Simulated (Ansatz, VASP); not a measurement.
Ca: VASP beside Ansatz

```
Ca
1.0
     3.46849    0.00000    0.00000
     0.00000    3.46849    0.00000
     0.00000    0.00000    3.46849
Ca
1
Direct
  0.00000 0.00000 0.00000
```

Alike in both runs: task single point; functional PBEsol; k mesh 10 × 10 × 10; occupations fermi-dirac, width 0.1 eV; no spin polarisation.

|  | VASP | Ansatz |
| --- | --- | --- |
| version | VASP 6.6.1 | Ansatz 0.2.0 |
| potentials or method | VASP PAW PBE potentials, release 64 (Ca_sv), cutoff 500 eV | plane waves (420 eV) with PAW, scalar-relativistic |
| valence electrons in the cell | 10 | 10 |

|  | VASP | Ansatz | Ansatz less VASP |
| --- | --- | --- | --- |
| pressure (GPa) | -0.1 | -0.1 | +0.02 |

VASP's potentials were made for PBE, not for PBEsol, and Ansatz warns of the same on its side.
